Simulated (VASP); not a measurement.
# InSb (Pmmn) in VASP: a series of runs

Runs on InSb. Level: PBE. Tasks: relaxation of shape and atoms at fixed volume.

Everything below comes from runs of VASP 6.6.1. Logs are shortened: lines on timing, memory, paths and dates and some standing lists are left out, and cuts for length are marked.

### Step 1. The cell of the first run

The typed cell holds 4 atoms: a = 5.544 Å, b = 6.035 Å, c = 3.246 Å, α = 90.00°, β = 90.00°, γ = 90.00°.

### Step 2. Relaxation of shape and atoms at fixed volume, PBE (27.15 Å³/atom)

The input, INCAR:

```
SYSTEM = InSb
ALGO = Fast ; EDIFF = 1E-6
EDIFFG = -0.01 ; ENCUT = 600
GGA = PE ; IBRION = 2
ISIF = 4 ; ISMEAR = 0
LASPH = .True. ; LCHARG = .False.
LREAL = .False. ; LWAVE = .False.
NELM = 100 ; NSW = 60
PREC = Accurate ; SIGMA = 0.05
```

The input, KPOINTS:

```
k-points
0
Gamma
  6 6 10
  0 0 0
```

The input, POSCAR:

```
InSb
1.0
    5.5437985355      0.0000000000      0.0000000000
    0.0000000000      6.0346649395      0.0000000000
    0.0000000000      0.0000000000      3.2455629630
In Sb
2 2
Direct
    0.0000000000      0.0000000000      0.2496958823
    0.5000000000      0.5000000000     -0.2496958823
    0.5000000000      0.0000000000      0.7499969454
    0.0000000000      0.5000000000      0.2500030546
```

Potentials or basis: VASP PAW PBE potentials, release 64 (In_d, Sb).

The run is started by

```
> cat potpaw_PBE.64/In_d/POTCAR potpaw_PBE.64/Sb/POTCAR > POTCAR
> mpirun -np 1 vasp_std > vasp.out
```

OUTCAR:

```text
SYSTEM = InSb
   EDIFF = 1E-6
   EDIFFG = -0.01
   ENCUT = 600
   GGA = PE
   IBRION = 2
   ISIF = 4
   ISMEAR = 0
   LASPH = .True.
   LREAL = .False.
   NELM = 100
   NSW = 60
   PREC = Accurate

 ion  position               nearest neighbor table
   1  0.000  0.000  0.250-   4 3.02   4 3.02   3 3.21   3 3.21   3 3.21   3 3.21
   2  0.500  0.500  0.750-   3 3.02   3 3.02   4 3.21   4 3.21   4 3.21   4 3.21
   3  0.500  0.000  0.750-   2 3.02   2 3.02   1 3.21   1 3.21   1 3.21   1 3.21
   4  0.000  0.500  0.250-   1 3.02   1 3.02   2 3.21   2 3.21   2 3.21   2 3.21

  LATTYP: Found a simple orthorhombic cell.
 ALAT       =     3.2455629630
 B/A-ratio  =     1.7081161570
 C/A-ratio  =     1.8593584559

  Lattice vectors:

 A1 = (   0.0000000000,   0.0000000000,   3.2455629630)
 A2 = (   5.5437985355,   0.0000000000,   0.0000000000)
 A3 = (   0.0000000000,   6.0346649395,   0.0000000000)

Analysis of symmetry for initial positions (statically):
=====================================================================
 Subroutine PRICEL returns:
 Original cell was already a primitive cell.

 Routine SETGRP: Setting up the symmetry group for a
 simple orthorhombic supercell.

 Subroutine GETGRP returns: Found  8 space group operations
 (whereof  4 operations were pure point group operations)
 out of a pool of  8 trial point group operations.

The static configuration has the point symmetry C_2v.
 The point group associated with its full space group is D_2h.

Analysis of symmetry for dynamics (positions and initial velocities):
=====================================================================
 Subroutine PRICEL returns:
 Original cell was already a primitive cell.

 Routine SETGRP: Setting up the symmetry group for a
 simple orthorhombic supercell.

 Subroutine GETGRP returns: Found  8 space group operations
 (whereof  4 operations were pure point group operations)
 out of a pool of  8 trial point group operations.

The dynamic configuration has the point symmetry C_2v.
 The point group associated with its full space group is D_2h.

 Subroutine INISYM returns: Found  8 space group operations
 (whereof  4 operations are pure point group operations),
 and found     1 'primitive' translations

----------------------------------------------------------------------------------------

                                     Primitive cell

  volume of cell :     108.5802

  direct lattice vectors                    reciprocal lattice vectors
     5.543798535  0.000000000  0.000000000     0.180381735  0.000000000  0.000000000
     0.000000000  6.034664939  0.000000000     0.000000000  0.165709283  0.000000000
     0.000000000  0.000000000  3.245562963     0.000000000  0.000000000  0.308112956

  length of vectors
     5.543798535  6.034664939  3.245562963     0.180381735  0.165709283  0.308112956

  position of ions in fractional coordinates (direct lattice)
     0.000000000  0.000000000  0.249695882
     0.500000000  0.500000000  0.750304118
     0.500000000  0.000000000  0.749996945
     0.000000000  0.500000000  0.250003055

  ion indices of the primitive-cell ions
   primitive index   ion index
                 1           1
                 2           2
                 3           3
                 4           4

----------------------------------------------------------------------------------------

 KPOINTS: k-points

Automatic generation of k-mesh.
 Grid dimensions read from file:
 generate k-points for:    6    6   10

 Generating k-lattice:

  Cartesian coordinates                     Fractional coordinates (reciprocal lattice)
     0.030063623  0.000000000  0.000000000     0.166666667  0.000000000  0.000000000
     0.000000000  0.027618214  0.000000000     0.000000000  0.166666667  0.000000000
     0.000000000  0.000000000  0.030811296     0.000000000  0.000000000  0.100000000

  Length of vectors
     0.030063623  0.027618214  0.030811296

  Shift w.r.t. Gamma in fractional coordinates (k-lattice)
     0.000000000  0.000000000  0.000000000

 Subroutine IBZKPT returns following result:
 ===========================================

 Found     96 irreducible k-points:

 Following reciprocal coordinates:
            Coordinates               Weight
  0.000000  0.000000  0.000000      1.000000
  0.166667  0.000000  0.000000      2.000000
  0.333333  0.000000  0.000000      2.000000
  0.500000  0.000000  0.000000      1.000000
  0.000000  0.166667  0.000000      2.000000
  0.166667  0.166667  0.000000      4.000000
[... 16 lines left out ...]
  0.333333  0.166667  0.100000      8.000000
  0.500000  0.166667  0.100000      4.000000
 [... further k-points ...]
   k-points           NKPTS =     96   k-points in BZ     NKDIM =     96   number of bands    NBANDS=     22
   number of dos      NEDOS =    301   number of ions     NIONS =      4
   total plane-waves  NPLWV =  64512
   dimension x,y,z NGX =    48 NGY =   48 NGZ =   28
   dimension x,y,z NGXF=    96 NGYF=   96 NGZF=   56
   ions per type =               2   2
   NGX,Y,Z   is equivalent  to a cutoff of  14.39, 13.22, 14.34 a.u.
   NGXF,Y,Z  is equivalent  to a cutoff of  28.79, 26.45, 28.68 a.u.
 SYSTEM =  InSb
   PREC   = accura    normal or accurate (medium, high low for compatibility)
   ISTART =      0    job   : 0-new  1-cont  2-samecut
   ICHARG =      2    charge: 1-file 2-atom 10-const
   ISPIN  =      1    spin polarized calculation?
   LNONCOLLINEAR =      F non collinear calculations
   LSORBIT =      F    spin-orbit coupling
   LASPH  =      T    aspherical Exc in radial PAW
   ENCUT  =  600.0 eV  44.10 Ry    6.64 a.u.  11.07 12.05  6.48*2*pi/ulx,y,z
   NELM   =    100;   NELMIN=  2; NELMDL= -5     # of ELM steps
   EDIFF  = 0.1E-05   stopping-criterion for ELM
   LREAL  =      F    real-space projection
   EDIFFG = -.1E-01   stopping-criterion for IOM
   NSW    =     60    number of steps for IOM
   IBRION =      2    ionic relax: 0-MD 1-quasi-New 2-CG
   NFREE  =      1    steps in history (QN), initial steepest desc. (CG)
   ISIF   =      4    stress and relaxation
   ISYM   =      2    0-nonsym 1-usesym 2-fastsym
   POTIM  = 0.5000    time-step for ionic-motion
   TEBEG  =    0.0;   TEEND  =   0.0 temperature during run
   PSTRESS=    0.0 pullay stress
   NELECT =      36.0000    total number of electrons
   NUPDOWN=      -1.0000    fix difference up-down
   EMIN   =  10.00;   EMAX   =-10.00  energy-range for DOS
   EFERMI =   0.00;   METHOD = LEGACY
   ISMEAR =     0;   SIGMA  =   0.05  broadening in eV -4-tet -1-fermi 0-gaus
   EFERMI_NEDOS =   21; number of points for ismear=-14 and -15
   IALGO  =     68    algorithm
   IMIX   =      4    mixing-type and parameters
     AMIX     =   0.40;   BMIX     =  1.00
     AMIX_MAG =   1.60;   BMIX_MAG =  1.00
  volume/ion in A,a.u.               =      27.15       183.18
  Fermi-wavevector in a.u.,A,eV,Ry     =   1.133075  2.141202 17.467972  1.283860
  Thomas-Fermi vector in A             =   2.269778
   LORBIT       =      0    0 simple, 1 ext, 2 COOP (PROOUT), +10 PAW based schemes
   GGA     = PE    functional components
   LHFCALC =     F    Hartree Fock is set to
   AEXX    =    0.0000 exact exchange contribution
   IVDW    =     0    specifies the selected vdW correction
   LEPSILON=     F    determine dielectric tensor
   LRPA    =     F    only Hartree local field effects (RPA)
 conjugate gradient relaxation of ions
 non-spin polarized calculation
 RMM-DIIS sequential band-by-band and
 Gauss-broadening in eV      SIGMA  =   0.05
  energy-cutoff  :      600.00
  volume of cell :      108.58
 maximum number of plane-waves:      3660
 NGX is ok and might be reduce to    48
   NGX = 23   NGY = 25   NGZ = 13

--------------------------------------- Ionic step        1  -------------------------------------------

 number of electron      36.0000006 magnetization

 Free energy of the ion-electron system (eV)
  ---------------------------------------------------
  ext. energy  EPLUGINS =         0.00000000
  ---------------------------------------------------
  free energy    TOTEN  =       -13.36622406 eV

  energy without entropy =      -13.36429064  energy(sigma->0) =      -13.36525735

------------------------ aborting loop because EDIFF is reached ----------------------------------------

  FORCE on cell =-STRESS in cart. coord.  units (eV):
  Direction    XX          YY          ZZ          XY          YZ          ZX
  --------------------------------------------------------------------------------------
  -------------------------------------------------------------------------------------
  Total        1.3769478      1.5468388      1.3870182      0.0000000      0.0000000      0.0000000
  in kB       20.3178346     22.8246955     20.4664309      0.0000000      0.0000000      0.0000000
  external PRESSURE =      21.2029870 kB  Pullay stress =       0.0000000 kB

 VOLUME and BASIS-vectors are now :
 -----------------------------------------------------------------------------
  energy-cutoff  :      600.00
  volume of cell :      108.58
      direct lattice vectors                 reciprocal lattice vectors
     5.543798535  0.000000000  0.000000000     0.180381735  0.000000000  0.000000000
     0.000000000  6.034664939  0.000000000     0.000000000  0.165709283  0.000000000
     0.000000000  0.000000000  3.245562963     0.000000000  0.000000000  0.308112956

 POSITION                                       TOTAL-FORCE (eV/Angst)
 -----------------------------------------------------------------------------------
      0.00000      0.00000      0.81040         0.000000      0.000000      0.000270
      2.77190      3.01733      2.43516         0.000000      0.000000     -0.000270
      2.77190      0.00000      2.43416         0.000000      0.000000     -0.000297
      0.00000      3.01733      0.81140         0.000000      0.000000      0.000297
 -----------------------------------------------------------------------------------
    total drift:                                0.000000      0.000000      0.000000

  FREE ENERGIE OF THE ION-ELECTRON SYSTEM (eV)
  ---------------------------------------------------
  free  energy   TOTEN  =       -13.3662240554 eV

  energy  without entropy=      -13.3642906444  energy(sigma->0) =      -13.36525735

--------------------------------------- Ionic step        2  -------------------------------------------

 number of electron      36.0000005 magnetization

 Free energy of the ion-electron system (eV)
  ---------------------------------------------------
  ext. energy  EPLUGINS =         0.00000000
  ---------------------------------------------------
  free energy    TOTEN  =       -13.36631300 eV

  energy without entropy =      -13.36425208  energy(sigma->0) =      -13.36528254

 E-fermi :   7.5843     XC(G=0): -10.0648

 val. band max:        7.5671304414   @ k =   0.5000   0.3333   0.2000
 cond. band min:       7.5909392430   @ k =   0.0000   0.5000   0.2000
 fundamental gap:      0.0238088016
 Fermi energy:         7.5842930416

 k-point     1 :       0.0000    0.0000    0.0000
  band No.  band energies     occupation
      1      -7.1786      2.00000
      2      -7.1765      2.00000
      3      -7.0987      2.00000
      4      -6.9598      2.00000
      5      -6.9558      2.00000
      6      -6.8940      2.00000
[... 14 lines left out ...]
     21      11.8442      0.00000
     22      13.3977      0.00000

 k-point     2 :       0.1667    0.0000    0.0000
  band No.  band energies     occupation
      1      -7.1776      2.00000
      2      -7.1760      2.00000
      3      -7.0851      2.00000
      4      -6.9603      2.00000
      5      -6.9562      2.00000
      6      -6.8993      2.00000
[... 14 lines left out ...]
     21      11.8302      0.00000
     22      13.6302      0.00000
[... 523 lines left out ...]
     21      11.6553      0.00000
     22      12.3584      0.00000

 k-point    24 :       0.5000    0.1667    0.1000
  band No.  band energies     occupation
      1      -7.1389      2.00000
      2      -7.1389      2.00000
      3      -7.0021      2.00000
      4      -7.0021      2.00000
      5      -6.9295      2.00000
      6      -6.9295      2.00000
[... 14 lines left out ...]
     21      11.2844      0.00000
     22      11.2844      0.00000

 [... further k-points ...]

------------------------ aborting loop because EDIFF is reached ----------------------------------------

  FORCE on cell =-STRESS in cart. coord.  units (eV):
  Direction    XX          YY          ZZ          XY          YZ          ZX
  --------------------------------------------------------------------------------------
  -------------------------------------------------------------------------------------
  Total        1.4541775      1.4448592      1.4257763      0.0000000      0.0000000      0.0000000
  in kB       21.4574138     21.3199145     21.0383328      0.0000000      0.0000000      0.0000000
  external PRESSURE =      21.2718870 kB  Pullay stress =       0.0000000 kB

 VOLUME and BASIS-vectors are now :
 -----------------------------------------------------------------------------
  energy-cutoff  :      600.00
  volume of cell :      108.58
      direct lattice vectors                 reciprocal lattice vectors
     5.539790122  0.000000000  0.000000000     0.180512254  0.000000000  0.000000000
     0.000000000  6.042666628  0.000000000     0.000000000  0.165489851  0.000000000
     0.000000000  0.000000000  3.243610470     0.000000000  0.000000000  0.308298425

 POSITION                                       TOTAL-FORCE (eV/Angst)
 -----------------------------------------------------------------------------------
      0.00000      0.00000      0.80993         0.000000      0.000000     -0.000111
      2.76990      3.02133      2.43368         0.000000      0.000000      0.000111
      2.76990      0.00000      2.43268         0.000000      0.000000     -0.000274
      0.00000      3.02133      0.81093         0.000000      0.000000      0.000274
 -----------------------------------------------------------------------------------
    total drift:                                0.000000      0.000000     -0.000000

  FREE ENERGIE OF THE ION-ELECTRON SYSTEM (eV)
  ---------------------------------------------------
  free  energy   TOTEN  =       -13.3663129965 eV

  energy  without entropy=      -13.3642520845  energy(sigma->0) =      -13.36528254

 reached required accuracy - stopping structural energy minimisation
```

Wall time 9.1 min (1 thread of Oxide Virtual Turin-like, shared host); peak memory 0.39 GiB.

What came out:

```yaml
Free_energy: -13.3663 eV
Energy_gained_by_relaxing: 0.0 meV/atom
Ionic_steps: 2
Pressure_after_relaxing: 2.1 GPa
Band_gap_on_the_k_mesh: zero (bands 18 and 19 overlap by 3.31 eV)
```

Final structure:
```
In Sb
1.0
     5.53979    0.00000    0.00000
     0.00000    6.04267    0.00000
     0.00000    0.00000    3.24361
In Sb
2 2
Direct
  0.00000 0.00000 0.24970
  0.50000 0.50000 0.75030
  0.50000 0.00000 0.74999
  0.00000 0.50000 0.25001
```

Levels at points of the mesh, in eV from the Fermi level:
```csv
k point,band 14,band 15,band 16,band 17,band 18,band 19,band 20,band 21,band 22
"(0.00, 0.00, 0.00)",-4.86,-4.59,-2.93,-2.22,-1.73,2.71,3.36,4.26,5.81
"(0.50, 0.00, 0.00)",-6.14,-3.67,-3.67,1.04,1.04,3.69,3.69,4.01,4.01
"(0.00, 0.50, 0.00)",-5.43,-3.64,-3.64,-0.26,-0.26,3.44,3.44,3.48,3.48
"(0.50, 0.50, 0.00)",-7.50,-0.34,-0.34,1.40,1.40,2.35,2.35,2.54,2.54
"(0.00, 0.00, 0.50)",-4.50,-1.88,-1.88,-1.28,-1.27,-0.81,-0.81,1.02,1.02
"(0.50, 0.00, 0.50)",-4.78,-2.43,-2.43,-2.17,-2.17,-1.76,-1.76,3.27,3.27
"(0.00, 0.50, 0.50)",-5.45,-1.68,-1.68,-0.55,-0.55,-0.38,-0.38,1.22,1.22
"(0.50, 0.50, 0.50)",-4.27,-4.25,-4.25,-3.16,-3.16,2.63,2.63,3.81,3.81
```

Caveat: spin-orbit coupling is left out, which moves the levels of the heavy elements.

### Step 3. Relaxation of shape and atoms at fixed volume, PBE (27.71 Å³/atom)

This run uses another cell than the first one, of 27.71 Å³/atom.

The input, INCAR:

```
SYSTEM = InSb
PREC     = Accurate       ! precision mode
ENCUT    = 600            ! plane-wave cutoff, eV
EDIFF    = 1E-7           ! SCF threshold, eV
ISMEAR   = 0              ! smearing method
SIGMA    = 0.05           ! smearing width, eV
LREAL    = .False.        ! projectors in reciprocal space
LASPH    = .True.         ! aspherical terms in the spheres
NELM     = 60             ! most SCF steps
ALGO     = Fast           ! electronic algorithm
ISIF     = 4              ! what is computed and relaxed
LWAVE    = .False.        ! write WAVECAR
LCHARG   = .False.        ! write CHGCAR
GGA      = PE             ! functional
IBRION   = 2              ! ionic algorithm
NSW      = 60             ! ionic steps
EDIFFG   = -0.01          ! ionic threshold
```

The input, KPOINTS:

```
Automatic mesh
0
Gamma
  6 6 10
  0 0 0
```

The input, POSCAR:

```
InSb
1.0
    5.5820328370      0.0000000000      0.0000000000
    0.0000000000      6.0762846336      0.0000000000
    0.0000000000      0.0000000000      3.2679468632
In Sb
2 2
Direct
    0.0000000000      0.0000000000      0.2496958823
    0.5000000000      0.5000000000     -0.2496958823
    0.5000000000      0.0000000000      0.7499969454
    0.0000000000      0.5000000000      0.2500030546
```

Potentials or basis: VASP PAW PBE potentials, release 64 (In_d, Sb).

The run is started by

```
> cat potpaw_PBE.64/In_d/POTCAR potpaw_PBE.64/Sb/POTCAR > POTCAR
> mpirun -np 1 vasp_std > vasp.out
```

Run time: 9.8 min. Hardware: 1 thread of Oxide Virtual Turin-like, shared host; peak memory 0.41 GiB.

Results (log left out):

```yaml
Free_energy: -13.3881 eV
Energy_gained_by_relaxing: 0.0 meV/atom
Ionic_steps: 2
Pressure_after_relaxing: 1.0 GPa
Band_gap_on_the_k_mesh: zero (bands 18 and 19 overlap by 3.28 eV)
```

Final structure:
```cif
data_structure
_symmetry_space_group_name_H-M 'P 1'
_symmetry_Int_Tables_number 1
_cell_length_a 5.5802
_cell_length_b 6.0813
_cell_length_c 3.2663
_cell_angle_alpha 90.000
_cell_angle_beta 90.000
_cell_angle_gamma 90.000
_cell_volume 110.84
loop_
_atom_site_label
_atom_site_type_symbol
_atom_site_fract_x
_atom_site_fract_y
_atom_site_fract_z
_atom_site_occupancy
In1 In 0.00000 0.00000 0.24970 1
In2 In 0.50000 0.50000 0.75030 1
Sb1 Sb 0.50000 0.00000 0.74999 1
Sb2 Sb 0.00000 0.50000 0.25001 1
```

Levels at points of the mesh, in eV from the Fermi level:
| k point | band 14 | band 15 | band 16 | band 17 | band 18 | band 19 | band 20 | band 21 | band 22 |
| --- | --- | --- | --- | --- | --- | --- | --- | --- | --- |
| (0.00, 0.00, 0.00) | -4.72 | -4.46 | -2.97 | -2.14 | -1.68 | 2.67 | 3.41 | 4.17 | 5.77 |
| (0.50, 0.00, 0.00) | -6.05 | -3.57 | -3.57 | 1.02 | 1.02 | 3.62 | 3.62 | 3.93 | 3.93 |
| (0.00, 0.50, 0.00) | -5.38 | -3.53 | -3.53 | -0.23 | -0.23 | 3.38 | 3.38 | 3.42 | 3.42 |
| (0.50, 0.50, 0.00) | -7.36 | -0.32 | -0.32 | 1.43 | 1.43 | 2.28 | 2.28 | 2.52 | 2.52 |
| (0.00, 0.00, 0.50) | -4.43 | -1.82 | -1.82 | -1.26 | -1.26 | -0.76 | -0.76 | 0.98 | 0.98 |
| (0.50, 0.00, 0.50) | -4.65 | -2.45 | -2.45 | -2.09 | -2.09 | -1.71 | -1.71 | 3.31 | 3.31 |
| (0.00, 0.50, 0.50) | -5.35 | -1.65 | -1.65 | -0.51 | -0.51 | -0.36 | -0.36 | 1.27 | 1.27 |
| (0.50, 0.50, 0.50) | -4.21 | -4.14 | -4.14 | -3.05 | -3.05 | 2.57 | 2.57 | 3.76 | 3.76 |

Caveat: spin-orbit coupling is left out, which moves the levels of the heavy elements.

The gap in the log of VASP goes by the Fermi energy; the results here count the filled bands.